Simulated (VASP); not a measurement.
# MgO (Cm) in VASP: a series of runs

MgO is run at these levels: PBEsol; tasks: single point.

Program: VASP 6.6.1. These are calculated values, not measurements. Logs are shortened: lines on timing, memory, paths and dates and some standing lists are left out, and cuts for length are marked.

## Step 1: The cell of the first run

Symmetry: Cm, No. 8, monoclinic system. The conventional cell has a = 5.961 Å, b = 5.961 Å, c = 4.215 Å, α = 90.00°, β = 90.00°, γ = 90.00°. Within 2.2 Å of Mg (site symmetry m) lie 3 O at 1.69 to 2.08 Å. Within 2.8 Å of Mg (site symmetry m) lie 6 O at 2.11 Å. Within 2.8 Å of Mg (site symmetry 1) lie 6 O at 2.11 Å and 2 Mg at 2.64 to 2.76 Å. O (site symmetry 1) has 6 Mg at 2.08 to 2.22 Å within 2.8 Å. Within 2.2 Å of O (site symmetry m) lie 5 Mg at 1.69 to 2.11 Å. Within 2.8 Å of O (site symmetry m) lie 6 Mg at 2.11 Å.

## Step 2: Single point, PBEsol (atom 1 (Mg) moved by -0.106 Å along [1 1 0] and -0.424 Å along [0 0 1])

INCAR reads:

```
PREC = Accurate ; ENCUT = 520
EDIFF = 1E-6 ; ISMEAR = 0
SIGMA = 0.05 ; LREAL = F
LASPH = T ; NELM = 60
ALGO = Normal ; ISIF = 2
LWAVE = F ; LCHARG = F
GGA = PS ; NBANDS = 26
```

KPOINTS reads:

```
regular mesh
0
Gamma
  6 6 6
```

POSCAR reads:

```
MgO
1.0
    4.2149416169      0.0000000000      0.0000000000
    0.0000000000     -4.2149416169      0.0000000000
    0.0000000000      0.0000000000     -4.2149416169
Mg O
4 4
Direct
   -0.0177827656      0.0177827656      0.1005945132
    0.5000000000      0.5000000000      0.0000000000
    0.5000000000      0.0000000000      0.5000000000
    0.0000000000      0.5000000000      0.5000000000
    0.5000000000      0.0000000000      0.0000000000
    0.0000000000      0.5000000000      0.0000000000
    0.0000000000      0.0000000000      0.5000000000
    0.5000000000      0.5000000000      0.5000000000
```

Potentials or basis: VASP PAW PBE potentials, release 64 (Mg, O).

Launch:

```console
cat potpaw_PBE.64/Mg/POTCAR potpaw_PBE.64/O/POTCAR > POTCAR
mpirun -np 1 vasp_std > vasp.out
```

OUTCAR:

```text
PREC = Accurate
   ENCUT = 520
   EDIFF = 1E-6
   ISMEAR = 0
   LREAL = F
   LASPH = T
   NELM = 60
   ISIF = 2
   GGA = PS

 ion  position               nearest neighbor table
   1  0.982  0.018  0.101-   7 1.69   6 2.08   5 2.08   5 2.22   6 2.22   7 2.53   4 2.64   3 2.64
                             4 2.76   3 2.76   2 2.91   2 3.01   2 3.01   2 3.12   3 3.25   4 3.25
   2  0.500  0.500  0.000-   5 2.11   6 2.11   8 2.11   8 2.11   5 2.11   6 2.11   1 2.91   4 2.98
                             4 2.98   3 2.98   3 2.98   3 2.98   4 2.98   3 2.98   4 2.98   1 3.01
   3  0.500  0.000  0.500-   5 2.11   7 2.11   8 2.11   5 2.11   8 2.11   7 2.11   1 2.64   1 2.76
                             2 2.98   4 2.98   2 2.98   2 2.98   2 2.98   4 2.98   4 2.98   4 2.98
   4  0.000  0.500  0.500-   6 2.11   7 2.11   8 2.11   6 2.11   7 2.11   8 2.11   1 2.64   1 2.76
                             3 2.98   3 2.98   2 2.98   2 2.98   3 2.98   2 2.98   2 2.98   3 2.98
   5  0.500  0.000  0.000-   1 2.08   2 2.11   3 2.11   3 2.11   2 2.11   1 2.22
   6  0.000  0.500  0.000-   1 2.08   2 2.11   4 2.11   4 2.11   2 2.11   1 2.22
   7  0.000  0.000  0.500-   1 1.69   3 2.11   4 2.11   4 2.11   3 2.11   1 2.53
   8  0.500  0.500  0.500-   2 2.11   3 2.11   4 2.11   2 2.11   3 2.11   4 2.11

  LATTYP: Found a simple cubic cell.
 ALAT       =     4.2149416169

  Lattice vectors:

 A1 = (   4.2149416169,   0.0000000000,   0.0000000000)
 A2 = (   0.0000000000,  -4.2149416169,   0.0000000000)
 A3 = (   0.0000000000,   0.0000000000,  -4.2149416169)

Analysis of symmetry for initial positions (statically):
=====================================================================
 Subroutine PRICEL returns:
 Original cell was already a primitive cell.

 Routine SETGRP: Setting up the symmetry group for a
 simple cubic supercell.

 Subroutine GETGRP returns: Found  2 space group operations
 (whereof  2 operations were pure point group operations)
 out of a pool of 48 trial point group operations.

The static configuration has the point symmetry C_1h.

Analysis of symmetry for dynamics (positions and initial velocities):
=====================================================================
 Subroutine PRICEL returns:
 Original cell was already a primitive cell.

 Routine SETGRP: Setting up the symmetry group for a
 simple cubic supercell.

 Subroutine GETGRP returns: Found  2 space group operations
 (whereof  2 operations were pure point group operations)
 out of a pool of 48 trial point group operations.

The dynamic configuration has the point symmetry C_1h.

 Subroutine INISYM returns: Found  2 space group operations
 (whereof  2 operations are pure point group operations),
 and found     1 'primitive' translations

[... 113 lines left out ...]
   ISYM   =      2    0-nonsym 1-usesym 2-fastsym
   POTIM  = 0.5000    time-step for ionic-motion
   TEBEG  =    0.0;   TEEND  =   0.0 temperature during run
   PSTRESS=    0.0 pullay stress
   NELECT =      32.0000    total number of electrons
   NUPDOWN=      -1.0000    fix difference up-down
   EMIN   =  10.00;   EMAX   =-10.00  energy-range for DOS
   EFERMI =   0.00;   METHOD = LEGACY
   ISMEAR =     0;   SIGMA  =   0.05  broadening in eV -4-tet -1-fermi 0-gaus
   EFERMI_NEDOS =   21; number of points for ismear=-14 and -15
   IALGO  =     38    algorithm
   IMIX   =      4    mixing-type and parameters
     AMIX     =   0.40;   BMIX     =  1.00
     AMIX_MAG =   1.60;   BMIX_MAG =  1.00
  volume/ion in A,a.u.               =       9.36        63.17
  Fermi-wavevector in a.u.,A,eV,Ry     =   1.233105  2.330230 20.688298  1.520547
  Thomas-Fermi vector in A             =   2.367848
   LORBIT       =      0    0 simple, 1 ext, 2 COOP (PROOUT), +10 PAW based schemes
   GGA     = PS    functional components
   LHFCALC =     F    Hartree Fock is set to
   AEXX    =    0.0000 exact exchange contribution
   IVDW    =     0    specifies the selected vdW correction
   LEPSILON=     F    determine dielectric tensor
   LRPA    =     F    only Hartree local field effects (RPA)
 non-spin polarized calculation
 Gauss-broadening in eV      SIGMA  =   0.05
  energy-cutoff  :      520.00
  volume of cell :       74.88
 maximum number of plane-waves:      2040
   NGX = 15   NGY = 15   NGZ = 15

 number of electron      31.9999987 magnetization

 Free energy of the ion-electron system (eV)
  ---------------------------------------------------
  ext. energy  EPLUGINS =         0.00000000
  ---------------------------------------------------
  free energy    TOTEN  =       -48.77006562 eV

  energy without entropy =      -48.77006562  energy(sigma->0) =      -48.77006562

 E-fermi :   3.2517     XC(G=0): -11.2763

 val. band max:        3.0226066463   @ k =   0.0000   0.0000   0.0000
 cond. band min:       7.5890620899   @ k =   0.0000   0.0000   0.0000
 fundamental gap:      4.5664554436
 Fermi energy:         3.2516657867

 k-point     1 :       0.0000    0.0000    0.0000
  band No.  band energies     occupation
      1     -14.2050      2.00000
      2     -12.8167      2.00000
      3     -12.5778      2.00000
      4     -12.4600      2.00000
      5      -1.1341      2.00000
      6      -1.1254      2.00000
[... 685 lines left out ...]
     25      15.4596      0.00000
     26      16.3777      0.00000

 [... further k-points ...]
[... 5 lines left out ...]
  --------------------------------------------------------------------------------------
  -------------------------------------------------------------------------------------
  Total        0.2220061      0.2220061      8.5259763      0.0023944     -0.2177024     -0.2177019
  in kB        4.7500776      4.7500776    182.4231763      0.0512307     -4.6579961     -4.6579860
  external PRESSURE =      63.9744438 kB  Pullay stress =       0.0000000 kB

 VOLUME and BASIS-vectors are now :
 -----------------------------------------------------------------------------
  energy-cutoff  :      520.00
  volume of cell :       74.88
      direct lattice vectors                 reciprocal lattice vectors
     4.214941617  0.000000000  0.000000000     0.237251210  0.000000000  0.000000000
     0.000000000 -4.214941617  0.000000000     0.000000000 -0.237251210  0.000000000
     0.000000000  0.000000000 -4.214941617     0.000000000  0.000000000 -0.237251210

 POSITION                                       TOTAL-FORCE (eV/Angst)
 -----------------------------------------------------------------------------------
      4.13999     -0.07495     -0.42400         0.457319      0.457319      7.716474
      2.10747     -2.10747      0.00000        -0.176466     -0.176466      0.296968
      2.10747      0.00000     -2.10747        -0.279546      0.076239     -1.112741
      0.00000     -2.10747     -2.10747         0.076239     -0.279546     -1.112741
      2.10747      0.00000      0.00000        -0.089609     -0.107511     -0.666631
      0.00000     -2.10747      0.00000        -0.107511     -0.089609     -0.666631
      0.00000      0.00000     -2.10747         0.088918      0.088918     -4.574588
      2.10747     -2.10747     -2.10747         0.030657      0.030657      0.119889
 -----------------------------------------------------------------------------------
    total drift:                                0.000058      0.000058     -0.000740

  FREE ENERGIE OF THE ION-ELECTRON SYSTEM (eV)
  ---------------------------------------------------
  free  energy   TOTEN  =       -48.7700656174 eV

  energy  without entropy=      -48.7700656174  energy(sigma->0) =      -48.77006562
```

OSZICAR:

```text
N       E                     dE             d eps       ncg     rms          rms(c)
DAV:   1     0.145543723328E+03    0.14554E+03   -0.15628E+04  3544   0.112E+03
DAV:   2    -0.451577828205E+02   -0.19070E+03   -0.18166E+03  4682   0.246E+02
DAV:   3    -0.545880856515E+02   -0.94303E+01   -0.93882E+01  4496   0.550E+01
DAV:   4    -0.546395238317E+02   -0.51438E-01   -0.51415E-01  3986   0.467E+00
DAV:   5    -0.546397567515E+02   -0.23292E-03   -0.23291E-03  4198   0.317E-01    0.137E+01
DAV:   6    -0.489264422676E+02    0.57133E+01   -0.17903E+01  3734   0.263E+01    0.441E+00
DAV:   7    -0.488311240713E+02    0.95318E-01   -0.29060E-01  3590   0.387E+00    0.269E+00
DAV:   8    -0.487721480077E+02    0.58976E-01   -0.10948E-01  3912   0.312E+00    0.430E-01
DAV:   9    -0.487699757663E+02    0.21722E-02   -0.76474E-03  4354   0.622E-01    0.157E-01
DAV:  10    -0.487700625802E+02   -0.86814E-04   -0.16018E-03  3836   0.266E-01    0.645E-02
DAV:  11    -0.487700637451E+02   -0.11648E-05   -0.16135E-04  4052   0.107E-01    0.201E-02
DAV:  12    -0.487700658562E+02   -0.21111E-05   -0.41343E-05  3822   0.476E-02    0.926E-03
DAV:  13    -0.487700656174E+02    0.23874E-06   -0.27103E-06  3836   0.124E-02
   1 F= -.48770066E+02 E0= -.48770066E+02  d E =-.110456E-12
```

Wall time 1.8 min (1 thread of Intel Xeon 8259CL, shared host); peak memory 0.24 GiB.

What came out:

```
Free energy            : -48.7701 eV
Pressure               : 6.4 GPa
Largest force          : 7.744 eV/Å
Band gap on the k mesh : 4.57 eV, direct
```

Forces on the atoms (eV/Å):
```
Mg   0.457  0.457  7.716
Mg  -0.176 -0.176  0.297
Mg  -0.280  0.076 -1.113
Mg   0.076 -0.280 -1.113
O   -0.090 -0.108 -0.667
O   -0.108 -0.090 -0.667
O    0.089  0.089 -4.575
O    0.031  0.031  0.120
```

Stress tensor (GPa, compression positive):
```
 0.48  0.01 -0.47
 0.01  0.48 -0.47
-0.47 -0.47 18.24
```

Levels at points of the mesh, in eV from the valence-band top:
| k point | band 12 | band 13 | band 14 | band 15 | band 16 | band 17 | band 18 | band 19 | band 20 | band 21 |
| --- | --- | --- | --- | --- | --- | --- | --- | --- | --- | --- |
| (0.00, 0.00, 0.00) | -1.29 | -1.28 | -0.04 | -0.01 | 0.00 | 4.57 | 8.82 | 9.00 | 9.00 | 9.57 |
| (0.50, 0.00, 0.00) | -1.68 | -0.83 | -0.73 | -0.72 | -0.71 | 7.89 | 7.97 | 10.59 | 10.85 | 11.12 |
| (0.00, 0.00, 0.50) | -1.74 | -0.94 | -0.94 | -0.58 | -0.57 | 7.56 | 8.07 | 10.36 | 11.09 | 11.09 |
| (0.50, 0.50, 0.00) | -1.88 | -0.85 | -0.85 | -0.55 | -0.39 | 9.18 | 9.25 | 9.36 | 9.40 | 11.13 |
| (0.00, 0.50, 0.50) | -1.78 | -0.79 | -0.66 | -0.62 | -0.55 | 8.96 | 9.12 | 9.48 | 9.62 | 11.04 |
| (0.50, 0.50, 0.50) | -0.65 | -0.64 | -0.60 | -0.54 | -0.39 | 7.58 | 7.64 | 7.81 | 7.82 | 12.08 |

Caveat: the cell differs from its parent crystal (atom 1 (Mg) moved by -0.106 Å along [1 1 0] and -0.424 Å along [0 0 1]); the PAW data sets were made with another functional, which shifts forces and pressure a little.

[end of part 1 of 2]
